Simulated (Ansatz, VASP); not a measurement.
One calculation of Fe, two programs

```xyz
4
Lattice="2.4195 0.0000 0.0000 -1.2097 2.0953 0.0000 0.0000 0.0000 7.7883" Properties=species:S:1:pos:R:3 pbc="T T T"
Fe   -1.2097    2.0953    0.0000
Fe   -1.2097    2.0953    3.8941
Fe    0.0000    1.3969    1.9471
Fe    1.2097    0.6984    5.8412
```

Alike in both runs: functional PBEsol; k mesh 14 × 14 × 4; occupations fermi-dirac, width 0.1 eV; no spin polarisation.

Ansatz relaxed the structure, and its values are those at the end. VASP's run is a single point on that final structure, the one shown.

|  | VASP | Ansatz |
| --- | --- | --- |
| version | VASP 6.6.1 | Ansatz 0.2.0 |
| potentials or method | VASP PAW PBE potentials, release 64 (Fe), cutoff 520 eV | plane waves (420 eV) with PAW, scalar-relativistic |
| valence electrons in the cell | 32 | 64 |

VASP gave:

* pressure (GPa): -0.4

**Question.** Which values does Ansatz return?

**Answer.** Pressure (GPa): 0.0.

VASP's potentials were made for PBE, not for PBEsol, and Ansatz warns of the same on its side. VASP's potentials hold 32 valence electrons a cell and Ansatz's 64, so a difference there can come from the potentials and not from the codes.
